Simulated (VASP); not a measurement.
# SnO (P4/nmm) in VASP: notebook, part 2 of 2

VASP 6.6.1.

**3. Single point, PBEsol**

This run uses another cell than the first one, of 15.76 Å³/atom.

Input file INCAR:

```
SYSTEM = SnO
PREC = Accurate ; ENCUT = 520
EDIFF = 1E-7 ; ISMEAR = 0
SIGMA = 0.15 ; LREAL = .FALSE.
LASPH = .TRUE. ; NELM = 100
ALGO = Normal ; ISIF = 2
LWAVE = .FALSE. ; LCHARG = .FALSE.
GGA = PS ; NBANDS = 28
```

Input file KPOINTS:

```
regular mesh
0
G
  10 10 8
  0 0 0
```

Input file POSCAR:

```
SnO
1.0
    3.5383000000      0.0000000000      0.0000000000
    0.0000000000      3.5383000000      0.0000000000
    0.0000000000      0.0000000000      5.0349000000
Sn O
2 2
Direct
    0.0000000000      0.5000000000      0.2425296443
    0.5000000000      0.0000000000      0.7574703557
    0.0000000000      0.0000000000      0.0000000000
    0.5000000000      0.5000000000      0.0000000000
```

Potentials or basis: VASP PAW PBE potentials, release 64 (Sn_d, O).

Command:

```sh
cat potpaw_PBE.64/Sn_d/POTCAR potpaw_PBE.64/O/POTCAR > POTCAR
mpirun -np 1 vasp_std > vasp.out
```

OUTCAR:

```text
SYSTEM = SnO
   PREC = Accurate
   ENCUT = 520
   EDIFF = 1E-7
   ISMEAR = 0
   LREAL = .FALSE.
   LASPH = .TRUE.
   NELM = 100
   ISIF = 2
   GGA = PS

 ion  position               nearest neighbor table
   1  0.000  0.500  0.243-   3 2.15   4 2.15   3 2.15   4 2.15   2 3.50   2 3.50   2 3.50   2 3.50
                             2 3.60   2 3.60   2 3.60   2 3.60
   2  0.500  0.000  0.757-   3 2.15   4 2.15   4 2.15   3 2.15   1 3.50   1 3.50   1 3.50   1 3.50
                             1 3.60   1 3.60   1 3.60   1 3.60
   3  0.000  0.000  0.000-   1 2.15   2 2.15   1 2.15   2 2.15
   4  0.500  0.500  0.000-   1 2.15   2 2.15   2 2.15   1 2.15

[... 949 lines left out ...]
  -------------------------------------------------------------------------------------
  Total        7.0997909      7.0997909      1.2043373      0.0000000      0.0000000      0.0000000
  in kB      180.4579353    180.4579353     30.6110728      0.0000000      0.0000000      0.0000000
  external PRESSURE =     130.5089811 kB  Pullay stress =       0.0000000 kB

 VOLUME and BASIS-vectors are now :
 -----------------------------------------------------------------------------
  energy-cutoff  :      520.00
  volume of cell :       63.03
      direct lattice vectors                 reciprocal lattice vectors
     3.538300000  0.000000000  0.000000000     0.282621598  0.000000000  0.000000000
     0.000000000  3.538300000  0.000000000     0.000000000  0.282621598  0.000000000
     0.000000000  0.000000000  5.034900000     0.000000000  0.000000000  0.198613677

 POSITION                                       TOTAL-FORCE (eV/Angst)
 -----------------------------------------------------------------------------------
      0.00000      1.76915      1.22111         0.000000     -0.000000      0.689477
      1.76915      0.00000      3.81379         0.000000      0.000000     -0.689477
      0.00000      0.00000      0.00000         0.000000      0.000000      0.000000
      1.76915      1.76915      0.00000         0.000000     -0.000000      0.000000
 -----------------------------------------------------------------------------------
    total drift:                                0.000000      0.000000      0.000000

  FREE ENERGIE OF THE ION-ELECTRON SYSTEM (eV)
  ---------------------------------------------------
  free  energy   TOTEN  =       -23.7457785530 eV

  energy  without entropy=      -23.7410937885  energy(sigma->0) =      -23.74343617
```

OSZICAR:

```text
N       E                     dE             d eps       ncg     rms          rms(c)
DAV:   1     0.420461933683E+03    0.42046E+03   -0.19848E+04  6108   0.228E+03
DAV:   2     0.353209465595E+02   -0.38514E+03   -0.36942E+03  6080   0.551E+02
DAV:   3    -0.242754626852E+02   -0.59596E+02   -0.58413E+02  6592   0.181E+02
DAV:   4    -0.270484070849E+02   -0.27729E+01   -0.27571E+01  6780   0.414E+01
DAV:   5    -0.271127859029E+02   -0.64379E-01   -0.64371E-01  6504   0.675E+00    0.113E+01
DAV:   6    -0.237442720404E+02    0.33685E+01   -0.12875E+01  9580   0.431E+01    0.462E+00
DAV:   7    -0.237825653826E+02   -0.38293E-01   -0.16285E+00  6048   0.774E+00    0.250E+00
DAV:   8    -0.237568336994E+02    0.25732E-01   -0.25274E-01  8264   0.385E+00    0.760E-01
DAV:   9    -0.237451501657E+02    0.11684E-01   -0.48128E-02  8980   0.285E+00    0.179E-01
DAV:  10    -0.237459537908E+02   -0.80363E-03   -0.62160E-03  8168   0.813E-01    0.106E-01
DAV:  11    -0.237457612107E+02    0.19258E-03   -0.10561E-03  8876   0.376E-01    0.253E-02
DAV:  12    -0.237457908657E+02   -0.29655E-04   -0.26822E-04  7452   0.987E-02    0.325E-02
DAV:  13    -0.237457787184E+02    0.12147E-04   -0.39470E-05  8136   0.635E-02    0.572E-03
DAV:  14    -0.237457786178E+02    0.10067E-06   -0.31863E-06  6176   0.104E-02    0.223E-03
DAV:  15    -0.237457784716E+02    0.14622E-06   -0.75301E-07  6404   0.927E-03    0.152E-03
DAV:  16    -0.237457785530E+02   -0.81400E-07   -0.16073E-07  4092   0.397E-03
   1 F= -.23745779E+02 E0= -.23743436E+02  d E =-.468476E-02
```

It took 2.6 min on 1 thread of AMD EPYC 7R13 (Zen 3), shared host; peak memory 0.25 GiB.

Results:

* Free energy: -23.7458 eV
* Pressure: 13.1 GPa
* Largest force: 0.689 eV/Å
* Band gap on the k mesh: zero (bands 20 and 21 overlap by 0.92 eV)

Forces on the atoms (eV/Å):
```
Sn   0.000  0.000  0.689
Sn   0.000  0.000 -0.689
O    0.000  0.000  0.000
O    0.000  0.000  0.000
```

Stress tensor (GPa, compression positive):
```
18.05  0.00  0.00
 0.00 18.05  0.00
 0.00  0.00  3.06
```

Levels at points of the mesh, in eV from the Fermi level:
| k point | band 17 | band 18 | band 19 | band 20 | band 21 | band 22 | band 23 | band 24 |
| --- | --- | --- | --- | --- | --- | --- | --- | --- |
| (0.00, 0.00, 0.00) | -4.21 | -3.28 | -3.28 | 0.37 | 2.85 | 3.92 | 4.87 | 4.87 |
| (0.50, 0.00, 0.00) | -5.37 | -5.37 | -3.61 | -3.61 | 2.77 | 2.77 | 6.44 | 6.44 |
| (0.50, 0.50, 0.00) | -2.57 | -2.57 | -2.31 | -2.31 | -0.56 | -0.56 | 3.62 | 3.62 |
| (0.00, 0.00, 0.50) | -3.66 | -3.40 | -3.30 | -3.30 | 2.48 | 3.01 | 3.01 | 4.60 |
| (0.50, 0.00, 0.50) | -5.35 | -5.35 | -2.45 | -2.45 | 1.92 | 1.92 | 5.99 | 5.99 |
| (0.50, 0.50, 0.50) | -2.98 | -2.98 | -2.57 | -2.57 | 1.67 | 1.67 | 3.41 | 3.41 |

Caveat: the stress differs along the axes, from 3 to 18 GPa; the PAW data sets were made with another functional, which shifts forces and pressure a little; spin-orbit coupling is left out, which moves the levels of the heavy elements.

**4. Single point, PBEsol**

This run uses another cell than the first one, of 16.01 Å³/atom.

Input file INCAR:

```
SYSTEM = SnO
PREC = Accurate
ENCUT = 520
EDIFF = 1E-7
ISMEAR = 0
SIGMA = 0.15
LREAL = .False.
LASPH = .True.
NELM = 60
ALGO = Normal
ISIF = 2
LWAVE = .False.
LCHARG = .True.
GGA = PS
LELF = .True.
LVHAR = .True.
NBANDS = 28
```

Input file KPOINTS:

```
Automatic mesh
0
Gamma
  10 10 8
  0 0 0
```

Input file POSCAR:

```
SnO
1.0
    3.6715000000      0.0000000000      0.0000000000
    0.0000000000      3.6715000000      0.0000000000
    0.0000000000      0.0000000000      4.7499281069
Sn O
2 2
Direct
    0.0000000000      0.5000000000      0.2425296443
    0.5000000000      0.0000000000      0.7574703557
    0.0000000000      0.0000000000      0.0000000000
    0.5000000000      0.5000000000      0.0000000000
```

Command:

```sh
cat potpaw_PBE.64/Sn_d/POTCAR potpaw_PBE.64/O/POTCAR > POTCAR
mpirun -np 1 vasp_std > vasp.out
```

It took 2.2 min on 1 thread of AMD EPYC 7R13 (Zen 3), shared host; peak memory 0.25 GiB.

Results (log left out):

- Free energy: -24.0575 eV
- Pressure: 9.1 GPa
- Largest force: 1.067 eV/Å
- Band gap on the k mesh: zero (bands 20 and 21 overlap by 0.56 eV)

Forces in eV/Å, atoms in the order of the input:
```
Sn   0.000  0.000  1.067
Sn   0.000  0.000 -1.067
O    0.000  0.000  0.000
O    0.000  0.000  0.000
```

Stress tensor (GPa, compression positive):
```
10.72  0.00  0.00
 0.00 10.72  0.00
 0.00  0.00  5.98
```

Levels at points of the mesh, in eV from the Fermi level:
| k point | band 16 | band 17 | band 18 | band 19 | band 20 | band 21 | band 22 | band 23 | band 24 | band 25 |
| --- | --- | --- | --- | --- | --- | --- | --- | --- | --- | --- |
| (0.00, 0.00, 0.00) | -7.17 | -4.16 | -3.70 | -3.70 | 0.09 | 2.31 | 4.18 | 4.56 | 4.56 | 5.65 |
| (0.50, 0.00, 0.00) | -5.89 | -5.58 | -5.58 | -3.36 | -3.36 | 3.15 | 3.15 | 6.01 | 6.01 | 6.20 |
| (0.50, 0.50, 0.00) | -6.06 | -2.99 | -2.99 | -2.20 | -2.20 | -0.47 | -0.47 | 4.03 | 4.03 | 7.33 |
| (0.00, 0.00, 0.50) | -4.23 | -3.71 | -3.71 | -2.99 | -2.96 | 1.64 | 2.64 | 2.64 | 3.75 | 7.67 |
| (0.50, 0.00, 0.50) | -6.33 | -5.54 | -5.54 | -2.20 | -2.20 | 2.46 | 2.46 | 5.43 | 5.43 | 6.91 |
| (0.50, 0.50, 0.50) | -6.58 | -3.10 | -3.10 | -2.99 | -2.99 | 1.90 | 1.90 | 4.00 | 4.00 | 5.69 |

Caveat: the cell stands under pressure; semilocal functionals underestimate gaps, and a narrow one can read as zero; the PAW data sets were made with another functional, which shifts forces and pressure a little; spin-orbit coupling is left out, which moves the levels of the heavy elements.

**5. Single point, PBEsol**

This run uses another cell than the first one, of 16.16 Å³/atom.

Input file INCAR:

```
ALGO     = Normal         # electronic algorithm
EDIFF    = 1E-6           # SCF threshold, eV
ENCUT    = 520            # plane-wave cutoff, eV
GGA      = PS             # functional
ISIF     = 2              # what is computed and relaxed
ISMEAR   = 0              # smearing method
LASPH    = T              # aspherical terms in the spheres
LCHARG   = F              # write CHGCAR
LREAL    = F              # projectors in reciprocal space
LWAVE    = F              # write WAVECAR
NBANDS   = 28             # bands
NELM     = 60             # most SCF steps
PREC     = Accurate       # precision mode
SIGMA    = 0.15           # smearing width, eV
```

Input file KPOINTS:

```
k-points
0
Gamma
  10 10 8
```

Input file POSCAR:

```
SnO
1.0
    3.8046173858      0.0000000000      0.0000000000
    0.0000000000      3.8046173858      0.0000000000
    0.0000000000      0.0000000000      4.4649000000
Sn O
2 2
Direct
    0.0000000000      0.5000000000      0.2425296443
    0.5000000000      0.0000000000      0.7574703557
    0.0000000000      0.0000000000      0.0000000000
    0.5000000000      0.5000000000      0.0000000000
```

Command:

```sh
cat potpaw_PBE.64/Sn_d/POTCAR potpaw_PBE.64/O/POTCAR > POTCAR
mpirun -np 1 vasp_std > vasp.out
```

Wall time 2.3 min (1 thread of AMD EPYC 7R13 (Zen 3), shared host); peak memory 0.25 GiB.

It converged, with:

| Item | Value |
| --- | --- |
| Free energy | -24.1068 eV |
| Pressure | 6.1 GPa |
| Largest force | 1.166 eV/Å |
| Band gap on the k mesh | zero (bands 20 and 21 overlap by 0.01 eV) |

Forces on the atoms (eV/Å):
```
Sn   0.000  0.000  1.166
Sn   0.000  0.000 -1.166
O    0.000  0.000  0.000
O    0.000  0.000  0.000
```

Stress tensor (GPa, compression positive):
```
5.12 0.00 0.00
0.00 5.12 0.00
0.00 0.00 7.92
```

Levels at points of the mesh, in eV from the Fermi level:
```csv
k point,band 16,band 17,band 18,band 19,band 20,band 21,band 22,band 23,band 24,band 25
"(0.00, 0.00, 0.00)",-6.89,-3.74,-3.68,-3.68,-0.24,2.17,4.60,4.60,4.94,6.22
"(0.50, 0.00, 0.00)",-5.41,-5.27,-5.27,-2.78,-2.78,3.63,3.63,5.94,5.94,6.20
"(0.50, 0.50, 0.00)",-5.39,-2.96,-2.96,-1.73,-1.73,-0.12,-0.12,4.81,4.81,8.14
"(0.00, 0.00, 0.50)",-3.87,-3.70,-3.70,-2.58,-1.98,1.19,2.62,2.62,3.23,8.24
"(0.50, 0.00, 0.50)",-6.01,-5.34,-5.34,-1.68,-1.68,2.94,2.94,5.24,5.24,6.92
"(0.50, 0.50, 0.50)",-6.06,-2.96,-2.96,-2.92,-2.92,2.48,2.48,4.67,4.67,5.62
```

Caveat: the cell stands under pressure; semilocal functionals underestimate gaps, and a narrow one can read as zero; the PAW data sets were made with another functional, which shifts forces and pressure a little; spin-orbit coupling is left out, which moves the levels of the heavy elements.

**6. The runs side by side**

| cell | gap on the mesh (eV) | pressure (GPa) | largest force (eV/Å) |
| --- | --- | --- | --- |
| a = 3.805, b = 3.805, c = 4.180 Å, 4 atoms | 0.14 | 13.5 | 2.15 |
| a = 3.538, b = 3.538, c = 5.035 Å, 4 atoms | none | 13.1 | 0.69 |
| a = 3.671, b = 3.671, c = 4.750 Å, 4 atoms | none | 9.1 | 1.07 |
| a = 3.805, b = 3.805, c = 4.465 Å, 4 atoms | none | 6.1 | 1.17 |

Alike in all rows: task single point; level PBEsol; potentials or basis VASP PAW PBE potentials, release 64 (Sn_d, O); no spin polarisation; k mesh 10 × 10 × 8; cutoff (eV) 520; smearing gaussian 0.15 eV.

Caveats: the PAW data sets were made with another functional, which shifts forces and pressure a little; spin-orbit coupling is left out, which moves the levels of the heavy elements; the cell stands under pressure (at least some runs); semilocal functionals underestimate gaps, and a narrow one can read as zero (at least some runs); the smearing spreads over this small gap (at least some runs); the stress differs along the axes, from 3 to 18 GPa (at least some runs).

Total energies depend on the potentials used, so only differences within one code and one set of settings carry meaning.
